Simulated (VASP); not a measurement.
# Rh (P6_3/mmc) in VASP: further runs

Rh is run at these levels: LDA; tasks: single point.

Program: VASP 6.6.1. These are calculated values, not measurements. Logs are shortened: lines on timing, memory, paths and dates and some standing lists are left out, and cuts for length are marked.

## 1. The cell of the first run

It takes space group P6_3/mmc (No. 194, hexagonal). Conventional cell: a = 2.499 Å, b = 2.499 Å, c = 4.024 Å, α = 90.00°, β = 90.00°, γ = 120.00°. Within 3.3 Å of Rh (site symmetry -6m2) lie 12 Rh at 2.48 to 2.50 Å.

## 2. Single point, LDA, collinear spin, ferromagnetic start

Input file INCAR:

```
ALGO = Normal
EDIFF = 1E-7
ENCUT = 520
GGA = CA
ISIF = 2
ISMEAR = 0
ISPIN = 2
LASPH = True
LCHARG = False
LMAXMIX = 4
LORBIT = 11
LREAL = False
LWAVE = False
MAGMOM = 0.625 0.625
NBANDS = 26
NELM = 150
NUPDOWN = 1.25
PREC = Accurate
SIGMA = 0.15
```

Input file KPOINTS:

```
k-points
0
Gamma
  21 21 12
```

Input file POSCAR:

```
Rh
1.0
    2.4993152817      0.0000000000      0.0000000000
   -1.2496576408      2.1644705261      0.0000000000
    0.0000000000      0.0000000000      4.0242569993
Rh
2
Direct
    0.6666666667      0.3333333333      0.7500000000
    0.3333333333      0.6666666667      0.2500000000
```

Potentials or basis: VASP PAW LDA potentials, release 64 (Rh_pv).

The run is started by

```sh
$ cat potpaw_LDA.64/Rh_pv/POTCAR > POTCAR
$ mpirun -np 1 vasp_std > vasp.out
```

OUTCAR:

```text
EDIFF = 1E-7
   ENCUT = 520
   GGA = CA
   ISIF = 2
   ISMEAR = 0
   ISPIN = 2
   LASPH = True
   LORBIT = 11
   LREAL = False
   NELM = 150
   NUPDOWN = 1.25
   PREC = Accurate

 ion  position               nearest neighbor table
   1  0.667  0.333  0.750-   2 2.48   2 2.48   2 2.48   2 2.48   2 2.48   2 2.48
   2  0.333  0.667  0.250-   1 2.48   1 2.48   1 2.48   1 2.48   1 2.48   1 2.48

  LATTYP: Found a hexagonal cell.
 ALAT       =     2.4993152817
 C/A-ratio  =     1.6101437977

  Lattice vectors:

 A1 = (   2.4993152817,   0.0000000000,   0.0000000000)
 A2 = (  -1.2496576408,   2.1644705261,   0.0000000000)
 A3 = (   0.0000000000,   0.0000000000,   4.0242569993)

Analysis of symmetry for initial positions (statically):
=====================================================================
 Subroutine PRICEL returns:
 Original cell was already a primitive cell.

 Routine SETGRP: Setting up the symmetry group for a
 hexagonal supercell.

 Subroutine GETGRP returns: Found 24 space group operations
 (whereof 12 operations were pure point group operations)
 out of a pool of 24 trial point group operations.

The static configuration has the point symmetry D_3d.
 The point group associated with its full space group is D_6h.

Analysis of symmetry for dynamics (positions and initial velocities):
=====================================================================
 Subroutine PRICEL returns:
 Original cell was already a primitive cell.

 Routine SETGRP: Setting up the symmetry group for a
 hexagonal supercell.

 Subroutine GETGRP returns: Found 24 space group operations
 (whereof 12 operations were pure point group operations)
 out of a pool of 24 trial point group operations.

The dynamic configuration has the point symmetry D_3d.
 The point group associated with its full space group is D_6h.

Analysis of structural, dynamic, and magnetic symmetry:
=====================================================================
 Subroutine PRICEL returns:
 Original cell was already a primitive cell.

 Routine SETGRP: Setting up the symmetry group for a
 hexagonal supercell.

 Subroutine GETGRP returns: Found 24 space group operations
 (whereof 12 operations were pure point group operations)
 out of a pool of 24 trial point group operations.

[... 113 lines left out ...]
   NUPDOWN=       1.2500    fix difference up-down
   EMIN   =  10.00;   EMAX   =-10.00  energy-range for DOS
   EFERMI =   0.00;   METHOD = LEGACY
   ISMEAR =     0;   SIGMA  =   0.15  broadening in eV -4-tet -1-fermi 0-gaus
   EFERMI_NEDOS =   21; number of points for ismear=-14 and -15
   IALGO  =     38    algorithm
   IMIX   =      4    mixing-type and parameters
     AMIX     =   0.40;   BMIX     =  1.00
     AMIX_MAG =   1.60;   BMIX_MAG =  1.00
  volume/ion in A,a.u.               =      10.89        73.46
  Fermi-wavevector in a.u.,A,eV,Ry     =   1.821779  3.442664 45.156103  3.318880
  Thomas-Fermi vector in A             =   2.878073
   LORBIT       =     11    0 simple, 1 ext, 2 COOP (PROOUT), +10 PAW based schemes
   GGA     = CA    functional components
   LHFCALC =     F    Hartree Fock is set to
   AEXX    =    0.0000 exact exchange contribution
   IVDW    =     0    specifies the selected vdW correction
   LEPSILON=     F    determine dielectric tensor
   LRPA    =     F    only Hartree local field effects (RPA)
 spin polarized calculation
 Gauss-broadening in eV      SIGMA  =   0.15
  energy-cutoff  :      520.00
  volume of cell :       21.77
 maximum number of plane-waves:       602
 NGX is ok and might be reduce to    20
   NGX =  9   NGY =  9   NGZ = 15

 number of electron      29.9999998 magnetization       1.2500000

 Free energy of the ion-electron system (eV)
  ---------------------------------------------------
  ext. energy  EPLUGINS =         0.00000000
  ---------------------------------------------------
  free energy    TOTEN  =       -15.77143469 eV

  energy without entropy =      -15.74469443  energy(sigma->0) =      -15.75806456

 E-fermi :  16.3052     XC(G=0): -15.8823

 val. band max:       17.0355177802   @ k =   0.4286   0.0000   0.3333
 cond. band min:      16.3054123647   @ k =   0.1429  -0.0000   0.4167
 fundamental gap:     -0.7301054155
 Fermi energy:        17.0364809174

 spin component 1

 k-point     1 :       0.0000    0.0000    0.0000
  band No.  band energies     occupation
      1     -31.8135      1.00000
      2     -30.3876      1.00000
      3     -30.3876      1.00000
      4     -30.1565      1.00000
      5     -30.1565      1.00000
      6     -30.1415      1.00000
[... 685 lines left out ...]
     25      37.1832      0.00000
     26      38.6792      0.00000

 [... further k-points ...]

 spin component 2

 k-point     1 :       0.0000    0.0000    0.0000
  band No.  band energies     occupation
      1     -31.3581      1.00000
      2     -29.9343      1.00000
      3     -29.9343      1.00000
      4     -29.7016      1.00000
      5     -29.7016      1.00000
      6     -29.6692      1.00000
[... 685 lines left out ...]
     25      37.3667      0.00000
     26      38.8688      0.00000

 [... further k-points ...]
[... 5 lines left out ...]
  --------------------------------------------------------------------------------------
  -------------------------------------------------------------------------------------
  Total       14.6129449     14.6129449     15.1428885      0.0000000      0.0000000      0.0000000
  in kB     1075.4491966   1075.4491967   1114.4507452      0.0000000      0.0000000      0.0000000
  external PRESSURE =    1088.4497128 kB  Pullay stress =       0.0000000 kB

 VOLUME and BASIS-vectors are now :
 -----------------------------------------------------------------------------
  energy-cutoff  :      520.00
  volume of cell :       21.77
      direct lattice vectors                 reciprocal lattice vectors
     2.499315282  0.000000000  0.000000000     0.400109585  0.231003377  0.000000000
    -1.249657641  2.164470526  0.000000000     0.000000000  0.462006753  0.000000000
     0.000000000  0.000000000  4.024256999     0.000000000  0.000000000  0.248493076

 POSITION                                       TOTAL-FORCE (eV/Angst)
 -----------------------------------------------------------------------------------
      1.24966      0.72149      3.01819        -0.000000     -0.000000      0.000000
     -0.00000      1.44298      1.00606         0.000000      0.000000      0.000000
 -----------------------------------------------------------------------------------
    total drift:                               -0.000000      0.000000     -0.000000

  FREE ENERGIE OF THE ION-ELECTRON SYSTEM (eV)
  ---------------------------------------------------
  free  energy   TOTEN  =       -15.7714346851 eV

  energy  without entropy=      -15.7446944278  energy(sigma->0) =      -15.75806456

 total charge

# of ion       s       p       d       tot
------------------------------------------
    1        0.526   6.488   7.347  14.361
    2        0.526   6.488   7.347  14.361
--------------------------------------------------
tot          1.052  12.976  14.694  28.723

 magnetization (x)

# of ion       s       p       d       tot
------------------------------------------
    1        0.003   0.008   0.597   0.608
    2        0.003   0.008   0.597   0.608
--------------------------------------------------
tot          0.005   0.016   1.194   1.215
```

stdout:

```text
POSCAR found type information on POSCAR Rh
 POSCAR found :  1 types and       2 ions
 scaLAPACK will be used
 LDA part: xc-table for (Slater(with rela. corr.)+CA(PZ))
 , standard interpolation
 POSCAR, INCAR and KPOINTS ok, starting setup
 FFT: planning ... GRIDC
 FFT: planning ... GRID_SOFT
 FFT: planning ... GRID
 WAVECAR not read
 entering main loop
```

Run time: 3 min. Hardware: 1 thread of Intel Xeon 6975P-C (Granite Rapids), shared host; peak memory 0.33 GiB.

What came out:

```yaml
Free_energy: -15.7714 eV
Pressure: 108.8 GPa
Net_moment: 1.25 μB per cell
Site_moments: Rh +0.61 μB
Valence_electrons_inside_the_program's_atomic_spheres: Rh 14.36
```

Caveat: the total moment is fixed, so each spin has its own Fermi level.

## 3. Single point, LDA, collinear spin, ferromagnetic start

Input file INCAR:

```
SYSTEM = Rh
  ALGO = Normal
  EDIFF = 1E-6
  ENCUT = 520
  GGA = CA
  ISIF = 2
  ISMEAR = 0
  ISPIN = 2
  LASPH = .True.
  LCHARG = .True.
  LELF = .True.
  LMAXMIX = 4
  LORBIT = 11
  LREAL = .False.
  LVHAR = .True.
  LWAVE = .False.
  MAGMOM = 0.875 0.875
  NBANDS = 26
  NELM = 150
  NUPDOWN = 1.75
  PREC = Accurate
  SIGMA = 0.15
```

Input file KPOINTS:

```
k-points
0
Gamma
  21 21 12
  0 0 0
```

POSCAR is that of step 2.

Potentials or basis: VASP PAW LDA potentials, release 64 (Rh_pv).

The run is started by

```sh
$ cat potpaw_LDA.64/Rh_pv/POTCAR > POTCAR
$ mpirun -np 1 vasp_std > vasp.out
```

Run time: 8.9 min. Hardware: 1 thread of AMD EPYC 7R13, shared host; peak memory 0.3 GiB.

The run converged. Its results:

* Free energy: -15.5441 eV
* Pressure: 113.0 GPa
* Net moment: 1.75 μB per cell
* Site moments: Rh +0.85 μB
* Valence electrons inside the program's atomic spheres: Rh 14.36

Stress tensor (GPa, compression positive):
```
111.41   0.00   0.00
  0.00 111.41   0.00
  0.00   0.00 116.08
```

Caveat: the total moment is fixed, so each spin has its own Fermi level.
